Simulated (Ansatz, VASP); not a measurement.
**One calculation of SnSe, two programs**

File INCAR:

```
ALGO = Normal
EDIFF = 1E-6
ENCUT = 520
GGA = PE
ISIF = 2
ISMEAR = -1
LASPH = T
LCHARG = F
LREAL = F
LWAVE = F
NBANDS = 17
NELM = 100
PREC = Accurate
SIGMA = 0.05
```

Contents of KPOINTS:

```
k-points
0
Gamma
  4 4 4
```

POSCAR

```
SnSe
1.0
    0.0000000000      3.0100000000      3.0100000000
    3.0100000000      0.0000000000      3.0100000000
    3.0100000000      3.0100000000      0.0000000000
Sn Se
1 1
Direct
    0.0000000000      0.0000000000      0.0000000000
    0.5000000000      0.5000000000      0.5000000000
```

The input input.yaml:

```yaml
crystal:
  lattice:
    - [0.0, 3.01, 3.01]
    - [3.01, 0.0, 3.01]
    - [3.01, 3.01, 0.0]
  atoms:
    - { symbol: Sn, position: [0.0, 0.0, 0.0] }
    - { symbol: Se, position: [0.5, 0.5, 0.5] }
kpoints:
  mp_grid: { grid: [4, 4, 4] }
scf:
  occupations: { method: fermi_dirac, width: 0.05 }
hamiltonian:
  xc: pbe
  pseudopotentials: { kind: all_electron, datasets: crystal }
output:
  forces: true
  stress: true
  eigenvalues: true
  elf: true
  volumetric_format: npy
```

Alike in both runs: task single point; functional PBE; k mesh 4 × 4 × 4; occupations fermi-dirac, width 0.05 eV; no spin polarisation.

|  | VASP | Ansatz |
| --- | --- | --- |
| version | VASP 6.6.1 | Ansatz 0.2.0 |
| potentials or method | VASP PAW PBE potentials, release 64 (Sn_d, Se), cutoff 520 eV | all-electron PAW datasets made for the crystal |

```csv
,VASP,Ansatz,Ansatz less VASP
gap on the k mesh at the Fermi level (eV),0.57,0.57,0.000
least direct gap on the mesh (eV),0.57,0.57,0.000
pressure (GPa),-0.4,-0.4,+0.01
```

Ansatz ran all-electron here, and VASP with PAW potentials.

The k mesh is coarse, so the values compare programs but aren't converged.
